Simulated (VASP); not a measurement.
# NbP (I4_1md) in VASP: a series of runs, part 3 of 3

VASP 6.6.1. The steps go on from the part before.

**4. Single point, PBE**

Contents of INCAR:

```
PREC     = Accurate       # precision mode
ENCUT    = 520            # plane-wave cutoff, eV
EDIFF    = 1E-7           # SCF threshold, eV
ISMEAR   = -1             # smearing method
SIGMA    = 0.05           # smearing width, eV
LREAL    = False          # projectors in reciprocal space
LASPH    = True           # aspherical terms in the spheres
NELM     = 100            # most SCF steps
ALGO     = Normal         # electronic algorithm
ISIF     = 2              # what is computed and relaxed
LWAVE    = False          # write WAVECAR
LCHARG   = False          # write CHGCAR
GGA      = PE             # functional
NBANDS   = 26             # bands
```

Contents of KPOINTS:

```
regular mesh
0
Gamma
  11 11 11
```

Contents of POSCAR:

```
NbP
1.0
   -1.6738031504      1.6738031504      5.7155723868
    1.6738031504     -1.6738031504      5.7155723868
    1.6738031504      1.6738031504     -5.7155723868
Nb P
2 2
Direct
    0.2500357788      0.7500357788      0.5000000000
    0.5000357788      0.5000357788      0.0000000000
    0.8325927912      0.3325927912      0.5000000000
    0.0825927912      0.0825927912      0.0000000000
```

Potentials or basis: VASP PAW PBE potentials, release 64 (Nb_sv, P).

Started as:

```sh
$ cat potpaw_PBE.64/Nb_sv/POTCAR potpaw_PBE.64/P/POTCAR > POTCAR
$ mpirun -np 1 vasp_std > vasp.out
```

OUTCAR:

```text
PREC = Accurate
   ENCUT = 520
   EDIFF = 1E-7
   ISMEAR = -1
   LREAL = False
   LASPH = True
   NELM = 100
   ISIF = 2
   GGA = PE

 ion  position               nearest neighbor table
   1  0.250  0.750  0.500-   4 2.54   4 2.54   3 2.55   3 2.55   3 2.55   3 2.55
   2  0.500  0.500  0.000-   3 2.54   3 2.54   4 2.55   4 2.55   4 2.55   4 2.55
   3  0.833  0.333  0.500-   2 2.54   2 2.54   1 2.55   1 2.55   1 2.55   1 2.55
   4  0.083  0.083  0.000-   1 2.54   1 2.54   2 2.55   2 2.55   2 2.55   2 2.55

  LATTYP: Found a body centered tetragonal cell.
 ALAT       =     3.3476063008
 C/A-ratio  =     3.4147219674

  Lattice vectors:

 A1 = (  -1.6738031504,   1.6738031504,   5.7155723868)
 A2 = (   1.6738031504,  -1.6738031504,   5.7155723868)
 A3 = (   1.6738031504,   1.6738031504,  -5.7155723868)

Analysis of symmetry for initial positions (statically):
=====================================================================
 Subroutine PRICEL returns:
 Original cell was already a primitive cell.

 Routine SETGRP: Setting up the symmetry group for a
 body centered tetragonal supercell.

 Subroutine GETGRP returns: Found  8 space group operations
 (whereof  4 operations were pure point group operations)
 out of a pool of 16 trial point group operations.

The static configuration has the point symmetry C_2v.
 The point group associated with its full space group is C_4v.

Analysis of symmetry for dynamics (positions and initial velocities):
=====================================================================
 Subroutine PRICEL returns:
 Original cell was already a primitive cell.

 Routine SETGRP: Setting up the symmetry group for a
 body centered tetragonal supercell.

 Subroutine GETGRP returns: Found  8 space group operations
 (whereof  4 operations were pure point group operations)
 out of a pool of 16 trial point group operations.

The dynamic configuration has the point symmetry C_2v.
 The point group associated with its full space group is C_4v.

 Subroutine INISYM returns: Found  8 space group operations
 (whereof  4 operations are pure point group operations),
 and found     1 'primitive' translations

----------------------------------------------------------------------------------------

                                     Primitive cell

  volume of cell :      64.0514

  direct lattice vectors                    reciprocal lattice vectors
    -1.673803150  1.673803150  5.715572387     0.000000000  0.298720910  0.087480302
     1.673803150 -1.673803150  5.715572387     0.298720910  0.000000000  0.087480302
     1.673803150  1.673803150 -5.715572387     0.298720910  0.298720910  0.000000000

  length of vectors
     6.186356091  6.186356091  6.186356091     0.311266743  0.311266743  0.422455162

  position of ions in fractional coordinates (direct lattice)
     0.250035779  0.750035779  0.500000000
     0.500035779  0.500035779  0.000000000
     0.832592791  0.332592791  0.500000000
     0.082592791  0.082592791  0.000000000

  ion indices of the primitive-cell ions
   primitive index   ion index
                 1           1
                 2           2
                 3           3
                 4           4

----------------------------------------------------------------------------------------

 KPOINTS: regular mesh

Automatic generation of k-mesh.
 Grid dimensions read from file:
 generate k-points for:   11   11   11

 Generating k-lattice:

  Cartesian coordinates                     Fractional coordinates (reciprocal lattice)
     0.000000000  0.027156446  0.007952755     0.090909091  0.000000000  0.000000000
     0.027156446  0.000000000  0.007952755     0.000000000  0.090909091  0.000000000
     0.027156446  0.027156446  0.000000000     0.000000000  0.000000000  0.090909091

  Length of vectors
     0.028296977  0.028296977  0.038405015

  Shift w.r.t. Gamma in fractional coordinates (k-lattice)
     0.000000000  0.000000000  0.000000000

 Subroutine IBZKPT returns following result:
 ===========================================

 Found    126 irreducible k-points:

 Following reciprocal coordinates:
            Coordinates               Weight
  0.000000  0.000000  0.000000      1.000000
  0.090909  0.000000  0.000000      8.000000
  0.181818  0.000000  0.000000      8.000000
  0.272727  0.000000 -0.000000      8.000000
  0.363636  0.000000  0.000000      8.000000
  0.454545  0.000000  0.000000      8.000000
[... 16 lines left out ...]
 -0.272727  0.181818  0.000000     16.000000
 -0.181818  0.181818  0.000000      4.000000
 [... further k-points ...]
   k-points           NKPTS =    126   k-points in BZ     NKDIM =    126   number of bands    NBANDS=     26
   number of dos      NEDOS =    301   number of ions     NIONS =      4
   total plane-waves  NPLWV = 110592
   dimension x,y,z NGX =    48 NGY =   48 NGZ =   48
   dimension x,y,z NGXF=    96 NGYF=   96 NGZF=   96
   ions per type =               2   2
   NGX,Y,Z   is equivalent  to a cutoff of  12.90, 12.90, 12.90 a.u.
   NGXF,Y,Z  is equivalent  to a cutoff of  25.80, 25.80, 25.80 a.u.
 SYSTEM =  unknown system
   PREC   = accura    normal or accurate (medium, high low for compatibility)
   ISTART =      0    job   : 0-new  1-cont  2-samecut
   ICHARG =      2    charge: 1-file 2-atom 10-const
   ISPIN  =      1    spin polarized calculation?
   LNONCOLLINEAR =      F non collinear calculations
   LSORBIT =      F    spin-orbit coupling
   LASPH  =      T    aspherical Exc in radial PAW
   ENCUT  =  520.0 eV  38.22 Ry    6.18 a.u.  11.50 11.50 11.50*2*pi/ulx,y,z
   NELM   =    100;   NELMIN=  2; NELMDL= -5     # of ELM steps
   EDIFF  = 0.1E-06   stopping-criterion for ELM
   LREAL  =      F    real-space projection
   EDIFFG = 0.1E-05   stopping-criterion for IOM
   NSW    =      0    number of steps for IOM
   IBRION =     -1    ionic relax: 0-MD 1-quasi-New 2-CG
   NFREE  =      0    steps in history (QN), initial steepest desc. (CG)
   ISIF   =      2    stress and relaxation
   ISYM   =      2    0-nonsym 1-usesym 2-fastsym
   POTIM  = 0.5000    time-step for ionic-motion
   TEBEG  =    0.0;   TEEND  =   0.0 temperature during run
   PSTRESS=    0.0 pullay stress
   NELECT =      36.0000    total number of electrons
   NUPDOWN=      -1.0000    fix difference up-down
   EMIN   =  10.00;   EMAX   =-10.00  energy-range for DOS
   EFERMI =   0.00;   METHOD = LEGACY
   ISMEAR =    -1;   SIGMA  =   0.05  broadening in eV -4-tet -1-fermi 0-gaus
   EFERMI_NEDOS =   21; number of points for ismear=-14 and -15
   IALGO  =     38    algorithm
   IMIX   =      4    mixing-type and parameters
     AMIX     =   0.40;   BMIX     =  1.00
     AMIX_MAG =   1.60;   BMIX_MAG =  1.00
  volume/ion in A,a.u.               =      16.01       108.06
  Fermi-wavevector in a.u.,A,eV,Ry     =   1.351034  2.553083 24.834605  1.825292
  Thomas-Fermi vector in A             =   2.478489
   LORBIT       =      0    0 simple, 1 ext, 2 COOP (PROOUT), +10 PAW based schemes
   GGA     = PE    functional components
   LHFCALC =     F    Hartree Fock is set to
   AEXX    =    0.0000 exact exchange contribution
   IVDW    =     0    specifies the selected vdW correction
   LEPSILON=     F    determine dielectric tensor
   LRPA    =     F    only Hartree local field effects (RPA)
 non-spin polarized calculation
  energy-cutoff  :      520.00
  volume of cell :       64.05
 maximum number of plane-waves:      1741
 NGX is ok and might be reduce to    48
   NGX = 23   NGY = 23   NGZ = 23

 number of electron      36.0000000 magnetization

 Free energy of the ion-electron system (eV)
  ---------------------------------------------------
  ext. energy  EPLUGINS =         0.00000000
  ---------------------------------------------------
  free energy    TOTEN  =       -35.31823616 eV

  energy without entropy =      -35.31278615  energy(sigma->0) =      -35.31551115

 E-fermi :  10.6354     XC(G=0): -12.0163

 val. band max:       10.6327525354   @ k =  -0.0909   0.4545   0.0909
 cond. band min:      10.6746627992   @ k =  -0.0909  -0.4545   0.0909
 fundamental gap:      0.0419102638
 Fermi energy:        10.6353646966

 k-point     1 :       0.0000    0.0000    0.0000
  band No.  band energies     occupation
      1     -44.2991      2.00000
      2     -44.2606      2.00000
      3     -20.5658      2.00000
      4     -20.3635      2.00000
      5     -20.3635      2.00000
      6     -20.2195      2.00000
[... 18 lines left out ...]
     25      14.7156      0.00000
     26      14.7156      0.00000
[... 644 lines left out ...]
      4     -20.4443      2.00000
      5     -20.4190      2.00000
      6     -20.2956      2.00000
[... 18 lines left out ...]
     25      14.8245      0.00000
     26      16.0538      0.00000

 [... further k-points ...]
[... 5 lines left out ...]
  --------------------------------------------------------------------------------------
  -------------------------------------------------------------------------------------
  Total       -0.1999876     -0.1999876     -0.1830201      0.0000000      0.0000000      0.0000000
  in kB       -5.0024765     -5.0024765     -4.5780549      0.0000000      0.0000000      0.0000000
  external PRESSURE =      -4.8610027 kB  Pullay stress =       0.0000000 kB

 VOLUME and BASIS-vectors are now :
 -----------------------------------------------------------------------------
  energy-cutoff  :      520.00
  volume of cell :       64.05
      direct lattice vectors                 reciprocal lattice vectors
    -1.673803150  1.673803150  5.715572387     0.000000000  0.298720910  0.087480302
     1.673803150 -1.673803150  5.715572387     0.298720910  0.000000000  0.087480302
     1.673803150  1.673803150 -5.715572387     0.298720910  0.298720910  0.000000000

 POSITION                                       TOTAL-FORCE (eV/Angst)
 -----------------------------------------------------------------------------------
      1.67380     -0.00000      2.85820         0.000000      0.000000     -0.001604
      0.00000      0.00000      5.71598        -0.000000     -0.000000     -0.001604
      0.00000      1.67380      3.80192        -0.000000      0.000000      0.001604
      0.00000      0.00000      0.94413         0.000000     -0.000000      0.001604
 -----------------------------------------------------------------------------------
    total drift:                                0.000000      0.000000      0.000188

  FREE ENERGIE OF THE ION-ELECTRON SYSTEM (eV)
  ---------------------------------------------------
  free  energy   TOTEN  =       -35.3182361597 eV

  energy  without entropy=      -35.3127861474  energy(sigma->0) =      -35.31551115
```

It took 4.3 min on 1 thread of Intel Xeon 6975P-C (Granite Rapids), shared host; peak memory 0.43 GiB.

What came out:

```yaml
Free_energy: -35.3182 eV
Pressure: -0.5 GPa
Band_gap_on_the_k_mesh: 0.02 eV
```

Caveat: the smearing spreads over this small gap; semilocal functionals underestimate gaps, and a narrow one can read as zero. A k mesh can miss the band edges.

**5. Relaxation of cell and atoms, PBEsol+U**

This run uses another cell than the first one, of 16.10 Å³/atom.

Contents of INCAR:

```
SYSTEM = NbP
PREC = Accurate
ENCUT = 600
EDIFF = 1E-7
ISMEAR = -1
SIGMA = 0.05
LREAL = .FALSE.
LASPH = .TRUE.
NELM = 150
ALGO = Normal
ISIF = 3
LWAVE = .FALSE.
LCHARG = .FALSE.
LMAXMIX = 4
LDAU = .TRUE.
LDAUTYPE = 2
LDAUL = 2 -1
LDAUU = 2 0
LDAUJ = 0 0
LDAUPRINT = 1
GGA = PS
IBRION = 2
NSW = 60
EDIFFG = -0.01
```

Contents of KPOINTS:

```
Automatic mesh
0
G
  11 11 11
  0 0 0
```

Contents of POSCAR:

```
NbP
1.0
   -1.6749232544      1.6749232544      5.7401081759
    1.6749232544     -1.6749232544      5.7401081759
    1.6749232544      1.6749232544     -5.7401081759
Nb P
2 2
Direct
    0.2498808000      0.7498808000      0.5000000000
    0.4998808000      0.4998808000      0.0000000000
    0.8327477700      0.3327477700      0.5000000000
    0.0827477700      0.0827477700      0.0000000000
```

Started as:

```sh
$ cat potpaw_PBE.64/Nb_sv/POTCAR potpaw_PBE.64/P/POTCAR > POTCAR
$ mpirun -np 1 vasp_std > vasp.out
```

Run time: 74 min. Hardware: 1 thread of Oxide Virtual Turin-like, shared host; peak memory 0.47 GiB.

Results (log left out):

- Free energy: -34.1526 eV
- Relaxed volume: 15.80 Å³/atom
- Relaxed cell: a = 6.150 Å, b = 6.150 Å, c = 6.150 Å, α = 148.53°, β = 148.53°, γ = 45.11°
- Space group after relaxing (to 0.1 Å): I4_1md (No. 109)
- Energy gained by relaxing: 3.6 meV/atom
- Ionic steps: 7
- Pressure after relaxing: -0.1 GPa
- Largest force after relaxing: 0.005 eV/Å
- Band gap on the k mesh: 0.01 eV

Forces in eV/Å, atoms in the order of the input:
```
Nb   0.000  0.000 -0.005
Nb   0.000  0.000 -0.005
P    0.000  0.000  0.005
P    0.000  0.000  0.005
```

Step by step:
```tsv
step	energy change (eV)	largest force (eV/Å)	pressure (GPa)	volume (Å³)
1	0.0000	0.0111	-3.59	64.41
2	0.0330	0.0361	7.35	61.10
3	-0.0137	0.0189	-0.01	63.23
4	-0.0137	0.0191	0.07	63.20
5	-0.0143	0.0253	0.05	63.18
6	-0.0144	0.0280	0.04	63.17
7	-0.0145	0.0050	-0.07	63.21
```

Final structure:
```
Nb P
1.0
    -1.66796    1.66796    5.67994
     1.66796   -1.66796    5.67994
     1.66796    1.66796   -5.67994
Nb P
2 2
Direct
  0.25012 0.75012 0.50000
  0.50012 0.50012 0.00000
  0.83251 0.33251 0.50000
  0.08251 0.08251 0.00000
```

Levels at points of the mesh, in eV from the valence-band top:
```tsv
k point	band 14	band 15	band 16	band 17	band 18	band 19	band 20	band 21	band 22
(0.00, 0.00, 0.00)	-2.30	-2.21	-1.73	-1.41	-1.41	0.87	1.69	2.72	3.19
```

Eigenvalues of the final occupation matrices:
```tsv
site	spin	trace	eigenvalues
site 1 d	1	1.17	0.21 0.23 0.24 0.24 0.24
site 1 d	2	1.17	0.21 0.23 0.24 0.24 0.24
site 2 d	1	1.17	0.21 0.23 0.24 0.24 0.24
site 2 d	2	1.17	0.21 0.23 0.24 0.24 0.24
```

Caveat: the smearing spreads over this small gap; semilocal functionals underestimate gaps, and a narrow one can read as zero; the PAW data sets were made with another functional, which shifts forces and pressure a little; the U is typed as a test and isn't derived for this compound. A k mesh can miss the band edges.

**6. Overview**

| task | level | U | cell | cutoff (eV) | gap on the mesh (eV) | pressure (GPa) |
| --- | --- | --- | --- | --- | --- | --- |
| single point | PBE | - | a = 6.184 Å, angles 148.6, 148.6, 45.0°, 4 atoms, atomic positions A | 520 | 0.02 | -0.3 |
| single point | PBE | - | a = 6.186 Å, angles 148.6, 148.6, 45.0°, 4 atoms, atomic positions A | 520 | 0.02 | -0.5 |
| relaxation of cell and atoms | PBEsol+U | Nb d U = 2.0 eV | relaxed from a = 6.210 Å, angles 148.7, 148.7, 44.8°, 4 atoms, atomic positions B | 600 | 0.01 | -0.1 |

Alike in all rows: potentials or basis VASP PAW PBE potentials, release 64 (Nb_sv, P); no spin polarisation; k mesh 11 × 11 × 11; smearing fermi-dirac 0.05 eV.

Caveats: the smearing spreads over this small gap; semilocal functionals underestimate gaps, and a narrow one can read as zero; the PAW data sets were made with another functional, which shifts forces and pressure a little (at least some runs); the U is typed as a test and isn't derived for this compound (at least some runs).

Absolute energies hang on the potentials; compare differences alone.

The gap in the log of VASP goes by the Fermi energy; the results here count the filled bands.